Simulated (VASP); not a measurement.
A run of VASP 6.6.1:

Contents of INCAR:

```
PREC = Accurate
ENCUT = 520
EDIFF = 1E-6
ISMEAR = 0
SIGMA = 0.1
LREAL = False
LASPH = True
NELM = 60
ALGO = Normal
ISIF = 2
LWAVE = False
LCHARG = True
LDIPOL = True
IDIPOL = 3
DIPOL = 0.5 0.5 0.497
GGA = PE
LELF = True
LVHAR = True
LVACPOTAV = True
NBANDS = 30
```

File KPOINTS:

```
Automatic mesh
0
Gamma
  9 9 1
```

Contents of POSCAR:

```
HfC
1.0
    3.2891025570      0.0000000000      0.0000000000
    0.0000000000      3.2891025570      0.0000000000
    0.0000000000      0.0000000000     18.6514934442
Hf C
3 3
Direct
    0.0000000000      0.0000000000      0.3753050672
    0.5000000000      0.5000000000      0.4967598479
    0.0000000000      0.0000000000      0.6165000245
    0.5000000000      0.5000000000      0.3753050672
    0.0000000000      0.0000000000      0.4963056713
    0.5000000000      0.5000000000      0.6210833621
```

Potentials or basis: VASP PAW PBE potentials, release 64 (Hf_pv, C).

The run is started by

```bash
$ cat potpaw_PBE.64/Hf_pv/POTCAR potpaw_PBE.64/C/POTCAR > POTCAR
$ mpirun -np 1 vasp_std > vasp.out
```

Hardware: 1 thread of AMD EPYC 9R45 96-Core Processor (Zen 5), on a shared host.

**Question.** Estimate the wall time of this run.

**Answer.** It took 94 s on 1 thread of AMD EPYC 9R45 96-Core Processor (Zen 5) (shared host), peak memory 0.27 GiB. Counts: scf iterations 26, k points 15.
